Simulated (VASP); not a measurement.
Set up this calculation in VASP 6.6.1, as the native input.

| Item | Value |
| --- | --- |
| Task | single point |
| Functional | PBE |
| Potentials or basis | VASP PAW PBE potentials, release 64 (Pb_d) |
| Cutoff | 520 eV |
| k mesh | 7 × 7 × 7 |
| Occupations | gaussian, width 0.1 eV |
| Spin | no spin polarisation |
| Dipole correction | no |
| Further INCAR settings | ALGO = Normal; EDIFF = 1e-07; NBANDS = 21 |

The structure of Pb lies in POSCAR:

```
Pb
1.0
    0.0000000000      3.4390000555      3.4390000555
    3.4390000555      0.0000000000      3.4390000555
    3.4390000555      3.4390000555      0.0000000000
Pb
2
Direct
    0.2500000000      0.2500000000      0.2500000000
    0.0000000000      0.0000000000      0.0000000000
```

One way to write it, as run:

INCAR

```
PREC = Accurate
ENCUT = 520
EDIFF = 1E-7
ISMEAR = 0
SIGMA = 0.1
LREAL = F
LASPH = T
NELM = 80
ALGO = Normal
ISIF = 2
LWAVE = F
LCHARG = F
GGA = PE
NBANDS = 21
```

KPOINTS

```
Automatic mesh
0
Gamma
  7 7 7
```

Potentials or basis: VASP PAW PBE potentials, release 64 (Pb_d).

Command:

```bash
$ cat potpaw_PBE.64/Pb_d/POTCAR > POTCAR
$ mpirun -np 1 vasp_std > vasp.out
```

It gave:

The pressure is 2.3 GPa and the band gap on the k mesh is zero (band 14 reaches 4.74 eV, above the bottom of band 15 at 3.63 eV).

Caveat: spin-orbit coupling is left out, which moves the levels of the heavy elements.

Run time: 32 s on 1 thread of Intel(R) Xeon(R) Platinum 8375C CPU @ 2.90GHz (Ice Lake), with other jobs on the host, peak memory 0.2 GiB.
